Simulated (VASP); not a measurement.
Input of a VASP 6.6.1 run:

File INCAR:

```
SYSTEM = PtS2
PREC = Accurate
ENCUT = 520
EDIFF = 1E-6
ISMEAR = 0
SIGMA = 0.05
LREAL = .FALSE.
LASPH = .TRUE.
NELM = 100
ALGO = Normal
ISIF = 2
LWAVE = .FALSE.
LCHARG = .FALSE.
GGA = PE
NBANDS = 18
```

The input KPOINTS:

```
Automatic mesh
0
G
  12 12 8
  0 0 0
```

File POSCAR:

```
PtS2
1.0
    3.5431994758      0.0000000000      0.0000000000
   -1.7715997379      3.0685007567      0.0000000000
    0.0000000000      0.0000000000      5.0388000000
Pt S
1 2
Direct
   -0.1573937735     -0.1152202390      0.0000000000
    0.3333333333      0.6666666667      0.2500000000
    0.6666666667      0.3333333333      0.7500000000
```

Potentials or basis: VASP PAW PBE potentials, release 64 (Pt, S).

Launch:

```console
$ cat potpaw_PBE.64/Pt/POTCAR potpaw_PBE.64/S/POTCAR > POTCAR
$ mpirun -np 1 vasp_std > vasp.out
```

(1) Predict the band gap on the k mesh.

(2) What does it give for the pressure?

(3) Predict the largest force.

Answers

(1) zero (band 11 reaches 7.50 eV, above the bottom of band 12 at 6.87 eV).

(2) 19.8 GPa.

(3) 8.030 eV/Å.

Caveat: the cell differs from its parent crystal (all Pt atoms moved -0.500 Å, as atom 1 along Cartesian [1 1 0]); spin-orbit coupling is left out, which moves the levels of the heavy elements; forces of over 1 eV/Å act on the atoms, so gaps and moduli don't describe the material at rest.
